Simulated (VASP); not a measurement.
**Na: single point with PBE**

The system is Na.

```
Na
1.0
     3.61466    0.00000    0.00000
    -1.80733    3.13038    0.00000
     0.00000    0.00000    3.39778
Na
1
Direct
  0.00000 0.00000 0.00000
```

| Item | Value |
| --- | --- |
| Program | VASP 6.6.1 |
| Task | single point |
| Functional | PBE |
| Potentials or basis | VASP PAW PBE potentials, release 64 (Na_pv) |
| Cutoff | 520 eV |
| k mesh | 13 × 13 × 12 |
| Occupations | fermi-dirac, width 0.08 eV |
| Spin | no spin polarisation |
| Dipole correction | no |
| Further INCAR settings | ALGO = Normal; EDIFF = 1e-06; NBANDS = 10 |

* Pressure: 0.0 GPa

Levels at points of the mesh, in eV from the Fermi level:
| k point | band 2 | band 3 | band 4 | band 5 | band 6 | band 7 |
| --- | --- | --- | --- | --- | --- | --- |
| (0.00, 0.00, 0.00) | -25.06 | -25.06 | -3.24 | 8.50 | 9.50 | 10.74 |
| (0.00, 0.00, 0.50) | -25.05 | -25.05 | -0.02 | 0.10 | 13.04 | 13.04 |

It took 28 s on 1 thread of Intel(R) Xeon(R) Platinum 8259CL CPU @ 2.50GHz (Skylake/Cascade Lake) (shared host), peak memory 0.18 GiB.
